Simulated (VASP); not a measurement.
A run of VASP 6.6.1:

Contents of INCAR:

```
SYSTEM = GaN
ALGO = Normal
DIPOL = 0.5 0.5 0.501
EDIFF = 1E-6
ENCUT = 520
GGA = PE
IDIPOL = 3
ISIF = 2
ISMEAR = 0
LASPH = .TRUE.
LCHARG = .TRUE.
LDIPOL = .TRUE.
LELF = .TRUE.
LREAL = Auto
LVACPOTAV = .TRUE.
LVHAR = .TRUE.
LWAVE = .FALSE.
NBANDS = 166
NELM = 100
PREC = Accurate
SIGMA = 0.05
```

KPOINTS

```
k-points
0
G
  3 3 1
  0 0 0
```

The input POSCAR:

```
GaN
1.0
    6.4368578516      0.0000000000      0.0000000000
   -3.2184289258      5.5744824200      0.0000000000
    0.0000000000      0.0000000000     24.5108192675
N Ga
16 16
Direct
    0.1666666667      0.3333333333      0.3263864791
    0.1666666667      0.8333333333      0.3263864791
    0.6666666667      0.3333333333      0.3263864791
    0.6666666667      0.8333333333      0.3263864791
    0.3333333333      0.1666666667      0.4333398693
    0.3333333333      0.6666666667      0.4333398693
    0.8333333333      0.1666666667      0.4333398693
    0.8333333333      0.6666666667      0.4333398693
    0.1666666667      0.3333333333      0.5430539488
    0.1666666667      0.8333333333      0.5430539488
    0.6666666667      0.3333333333      0.5430539488
    0.6666666667      0.8333333333      0.5430539488
    0.3333333333      0.1666666667      0.6507509063
    0.3333333333      0.6666666667      0.6507509063
    0.8333333333      0.1666666667      0.6507509063
    0.8333333333      0.6666666667      0.6507509063
    0.3333333333      0.1666666667      0.3527533504
    0.3333333333      0.6666666667      0.3527533504
    0.8333333333      0.1666666667      0.3527533504
    0.8333333333      0.6666666667      0.3527533504
    0.1666666667      0.3333333333      0.4597067405
    0.1666666667      0.8333333333      0.4597067405
    0.6666666667      0.3333333333      0.4597067405
    0.6666666667      0.8333333333      0.4597067405
    0.3333333333      0.1666666667      0.5657120975
    0.3333333333      0.6666666667      0.5657120975
    0.8333333333      0.1666666667      0.5657120975
    0.8333333333      0.6666666667      0.5657120975
    0.1666666667      0.3333333333      0.6739038149
    0.1666666667      0.8333333333      0.6739038149
    0.6666666667      0.3333333333      0.6739038149
    0.6666666667      0.8333333333      0.6739038149
```

Potentials or basis: VASP PAW PBE potentials, release 64 (N, Ga_d).

Launch:

```sh
$ cat potpaw_PBE.64/N/POTCAR potpaw_PBE.64/Ga_d/POTCAR > POTCAR
$ mpirun -np 1 vasp_std > vasp.out
```

Hardware: 1 thread of Intel(R) Xeon(R) Platinum 8259CL CPU @ 2.50GHz (Skylake/Cascade Lake), with other jobs on the host.

Estimate the wall time of this run.

Wall time 40 min on 1 thread of Intel(R) Xeon(R) Platinum 8259CL CPU @ 2.50GHz (Skylake/Cascade Lake) (shared host), peak memory 0.98 GiB. Counts: scf iterations 40, k points 3.
